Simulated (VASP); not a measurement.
# Ca3S4 (P-43m) in VASP: further runs, part 2 of 2

VASP 6.6.1. The steps go on from the part before.

## Step 3: Relaxation of cell and atoms, PBE (atoms taken out)

INCAR

```
PREC = Accurate ; ENCUT = 600
EDIFF = 1E-6 ; ISMEAR = 0
SIGMA = 0.1 ; LREAL = False
LASPH = True ; NELM = 100
ALGO = Normal ; ISIF = 3
LWAVE = False ; LCHARG = False
GGA = PE ; IBRION = 2
NSW = 100 ; EDIFFG = -0.01
```

KPOINTS

```
Automatic mesh
0
Gamma
  6 6 6
```

POSCAR

```
Ca3S4
1.0
    6.3843392800      0.0000000000      0.0000000000
    0.0000000000      6.3843392800      0.0000000000
    0.0000000000      0.0000000000      6.3843392800
Ca S
3 4
Direct
    0.0000000000      0.0000000000      0.5000000000
    0.0000000000      0.5000000000      0.0000000000
    0.5000000000      0.0000000000      0.0000000000
    0.2500000000      0.2500000000      0.2500000000
    0.2500000000      0.7500000000      0.7500000000
    0.7500000000      0.2500000000      0.7500000000
    0.7500000000      0.7500000000      0.2500000000
```

Potentials or basis: VASP PAW PBE potentials, release 64 (Ca_sv, S).

Started as:

```console
> cat potpaw_PBE.64/Ca_sv/POTCAR potpaw_PBE.64/S/POTCAR > POTCAR
> mpirun -np 1 vasp_std > vasp.out
```

OUTCAR:

```text
PREC = Accurate
   ENCUT = 600
   EDIFF = 1E-6
   ISMEAR = 0
   LREAL = False
   LASPH = True
   NELM = 100
   ISIF = 3
   GGA = PE
   IBRION = 2
   NSW = 100
   EDIFFG = -0.01

 ion  position               nearest neighbor table
   1  0.000  0.000  0.500-   4 2.76   5 2.76   6 2.76   7 2.76
   2  0.000  0.500  0.000-   4 2.76   5 2.76   6 2.76   7 2.76
   3  0.500  0.000  0.000-   4 2.76   5 2.76   6 2.76   7 2.76
   4  0.250  0.250  0.250-   1 2.76   2 2.76   3 2.76
   5  0.250  0.750  0.750-   1 2.76   2 2.76   3 2.76
   6  0.750  0.250  0.750-   1 2.76   2 2.76   3 2.76
   7  0.750  0.750  0.250-   1 2.76   2 2.76   3 2.76

  LATTYP: Found a simple cubic cell.
 ALAT       =     6.3843392800

  Lattice vectors:

 A1 = (   6.3843392800,   0.0000000000,   0.0000000000)
 A2 = (   0.0000000000,   6.3843392800,   0.0000000000)
 A3 = (   0.0000000000,   0.0000000000,   6.3843392800)

Analysis of symmetry for initial positions (statically):
=====================================================================
 Subroutine PRICEL returns:
 Original cell was already a primitive cell.

 Routine SETGRP: Setting up the symmetry group for a
 simple cubic supercell.

 Subroutine GETGRP returns: Found 24 space group operations
 (whereof 24 operations were pure point group operations)
 out of a pool of 48 trial point group operations.

The static configuration has the point symmetry T_d .

Analysis of symmetry for dynamics (positions and initial velocities):
=====================================================================
 Subroutine PRICEL returns:
 Original cell was already a primitive cell.

 Routine SETGRP: Setting up the symmetry group for a
 simple cubic supercell.

 Subroutine GETGRP returns: Found 24 space group operations
 (whereof 24 operations were pure point group operations)
 out of a pool of 48 trial point group operations.

The dynamic configuration has the point symmetry T_d .

 Subroutine INISYM returns: Found 24 space group operations
 (whereof 24 operations are pure point group operations),
[... 124 lines left out ...]
  Thomas-Fermi vector in A             =   2.099257
   LORBIT       =      0    0 simple, 1 ext, 2 COOP (PROOUT), +10 PAW based schemes
   GGA     = PE    functional components
   LHFCALC =     F    Hartree Fock is set to
   AEXX    =    0.0000 exact exchange contribution
   IVDW    =     0    specifies the selected vdW correction
   LEPSILON=     F    determine dielectric tensor
   LRPA    =     F    only Hartree local field effects (RPA)
 conjugate gradient relaxation of ions
 non-spin polarized calculation
 Gauss-broadening in eV      SIGMA  =   0.10
  energy-cutoff  :      600.00
  volume of cell :      260.22
 maximum number of plane-waves:      8724
 NGX is ok and might be reduce to    54
   NGX = 25   NGY = 25   NGZ = 25

--------------------------------------- Ionic step        1  -------------------------------------------

 number of electron      53.9999985 magnetization

 Free energy of the ion-electron system (eV)
  ---------------------------------------------------
  ext. energy  EPLUGINS =         0.00000000
  ---------------------------------------------------
  free energy    TOTEN  =       -29.97758087 eV

  energy without entropy =      -29.86178623  energy(sigma->0) =      -29.91968355

------------------------ aborting loop because EDIFF is reached ----------------------------------------

  FORCE on cell =-STRESS in cart. coord.  units (eV):
  Direction    XX          YY          ZZ          XY          YZ          ZX
  --------------------------------------------------------------------------------------
  -------------------------------------------------------------------------------------
  Total       -1.9302728     -1.9302728     -1.9302728      0.0000000     -0.0000000      0.0000000
  in kB      -11.8845132    -11.8845132    -11.8845132      0.0000000     -0.0000000      0.0000000
  external PRESSURE =     -11.8845132 kB  Pullay stress =       0.0000000 kB
[... 104 lines left out ...]
  FREE ENERGIE OF THE ION-ELECTRON SYSTEM (eV)
  ---------------------------------------------------
  free  energy   TOTEN  =       -30.0409842580 eV

  energy  without entropy=      -29.9258193331  energy(sigma->0) =      -29.98340180

[... ionic steps 4 to 10 ...]

--------------------------------------- Ionic step       11  -------------------------------------------

 number of electron      54.0000011 magnetization

------------------------ aborting loop because EDIFF is reached ----------------------------------------
[... 77 lines left out ...]
--------------------------------------- Ionic step       13  -------------------------------------------

 number of electron      54.0000010 magnetization

 Free energy of the ion-electron system (eV)
  ---------------------------------------------------
  ext. energy  EPLUGINS =         0.00000000
  ---------------------------------------------------
  free energy    TOTEN  =       -30.22742073 eV

  energy without entropy =      -30.11049474  energy(sigma->0) =      -30.16895774

 E-fermi :  -0.9862     XC(G=0):  -6.7008

 val. band max:       -0.9862469968   @ k =   0.5000   0.1667   0.0000
 cond. band min:      -0.9816893589   @ k =   0.5000   0.3333   0.1667
 fundamental gap:      0.0045576379
 Fermi energy:        -0.9861748241

 k-point     1 :       0.0000    0.0000    0.0000
  band No.  band energies     occupation
      1     -40.0499      2.00000
      2     -40.0478      2.00000
      3     -40.0478      2.00000
      4     -21.1289      2.00000
      5     -21.1289      2.00000
      6     -21.1289      2.00000
[... 723 lines left out ...]
  FREE ENERGIE OF THE ION-ELECTRON SYSTEM (eV)
  ---------------------------------------------------
  free  energy   TOTEN  =       -30.2274207327 eV

  energy  without entropy=      -30.1104947440  energy(sigma->0) =      -30.16895774

 reached required accuracy - stopping structural energy minimisation
```

It took 22 min on 1 thread of Intel Xeon 6975P-C (Granite Rapids), shared host; peak memory 0.52 GiB.

What came out:

| Quantity | Value |
| --- | --- |
| Free energy | -30.2274 eV |
| Relaxed volume | 39.44 Å³/atom |
| Relaxed cell | a = 6.511 Å, b = 6.511 Å, c = 6.511 Å, α = 90.00°, β = 90.00°, γ = 90.00° |
| Space group after relaxing (to 0.1 Å) | P-43m (No. 215) |
| Energy gained by relaxing | 35.7 meV/atom |
| Ionic steps | 13 |
| Pressure after relaxing | 0.0 GPa |
| Band gap on the k mesh | zero (bands 27 and 28 overlap by 0.09 eV) |

Step by step:
| step | energy change (eV) | largest force (eV/Å) | pressure (GPa) | volume (Å³) |
| --- | --- | --- | --- | --- |
| 1 | 0.0000 | 0.4128 | -1.19 | 260.22 |
| 2 | -0.0625 | 0.2283 | 0.08 | 249.98 |
| 3 | -0.0634 | 0.2028 | 0.26 | 248.65 |
| 4 | -0.0749 | 0.1992 | 0.25 | 249.74 |
| 5 | -0.1079 | 0.1845 | 0.23 | 253.02 |
| 6 | -0.1656 | 0.1537 | 0.15 | 259.68 |
| 7 | -0.2369 | 0.0854 | -0.16 | 273.33 |
| 8 | -0.1160 | 0.1200 | -1.19 | 302.06 |
| 9 | -0.2462 | 0.0505 | -0.25 | 277.79 |
| 10 | -0.2067 | 0.1205 | 1.23 | 266.66 |
| 11 | -0.2492 | 0.0157 | 0.04 | 275.42 |
| 12 | -0.2492 | 0.0145 | 0.04 | 275.37 |
| 13 | -0.2498 | 0.0071 | 0.04 | 276.06 |

Final structure:
```
CELL_PARAMETERS angstrom
6.51134 0.00000 0.00000
0.00000 6.51134 0.00000
0.00000 0.00000 6.51134
ATOMIC_POSITIONS crystal
Ca 0.00000 0.00000 0.50000
Ca 0.00000 0.50000 0.00000
Ca 0.50000 0.00000 0.00000
S 0.21698 0.21698 0.21698
S 0.21698 0.78302 0.78302
S 0.78302 0.21698 0.78302
S 0.78302 0.78302 0.21698
```

Caveat: the cell differs from its parent crystal (atoms taken out); semilocal functionals underestimate gaps, so a narrow gap can read as zero.

## Step 4: Single point, PBE (atoms taken out)

INCAR

```
SYSTEM = Ca3S4
ALGO = Normal ; EDIFF = 1E-7
ENCUT = 520 ; GGA = PE
ISIF = 2 ; ISMEAR = 0
LASPH = .True. ; LCHARG = .True.
LELF = .True. ; LREAL = .False.
LVHAR = .True. ; LWAVE = .False.
NBANDS = 36 ; NELM = 100
PREC = Accurate ; SIGMA = 0.1
```

KPOINTS

```
k-points
0
Gamma
  6 6 6
  0 0 0
```

POSCAR

```
Ca3S4
1.0
    6.5145915000      0.0000000000      0.0000000000
    0.0000000000      6.5145915000      0.0000000000
    0.0000000000      0.0000000000      6.5145915000
Ca S
3 4
Direct
    0.0000000000      0.0000000000      0.5000000000
    0.0000000000      0.5000000000      0.0000000000
    0.5000000000      0.0000000000      0.0000000000
    0.2154806958      0.2154806958      0.2154806958
    0.2154806958      0.7845193042      0.7845193042
    0.7845193042      0.2154806958      0.7845193042
    0.7845193042      0.7845193042      0.2154806958
```

Started as:

```console
> cat potpaw_PBE.64/Ca_sv/POTCAR potpaw_PBE.64/S/POTCAR > POTCAR
> mpirun -np 1 vasp_std > vasp.out
```

Run time: 94 s. Hardware: 1 thread of Intel Xeon 6975P-C (Granite Rapids), shared host; peak memory 0.41 GiB.

The run converged. Its results:

```
Free energy            : -30.2271 eV
Pressure               : 0.1 GPa
Largest force          : 0.011 eV/Å
Band gap on the k mesh : zero (bands 27 and 28 overlap by 0.09 eV)
```

Forces on the atoms (eV/Å):
```
Ca   0.000  0.000  0.000
Ca   0.000  0.000  0.000
Ca   0.000  0.000  0.000
S    0.006  0.006  0.006
S    0.006 -0.006 -0.006
S   -0.006  0.006 -0.006
S   -0.006 -0.006  0.006
```

Levels at points of the mesh, in eV from the Fermi level:
```
           k point  band 23  band 24  band 25  band 26  band 27  band 28  band 29  band 30  band 31  band 32
(0.00, 0.00, 0.00)    -0.53    -0.53    -0.53     0.03     0.03     0.03     3.63     4.30     4.30     4.30
(0.50, 0.00, 0.00)    -0.78    -0.56    -0.56    -0.33     0.02     0.02     4.45     4.45     4.52     4.90
(0.50, 0.50, 0.00)    -0.79    -0.59    -0.58    -0.10    -0.07    -0.07     4.67     4.90     4.90     5.01
(0.50, 0.50, 0.50)    -0.70    -0.46    -0.46     0.02     0.02     0.02     4.95     4.95     4.95     5.52
```

Caveat: the cell differs from its parent crystal (atoms taken out); semilocal functionals underestimate gaps, so a narrow gap can read as zero.
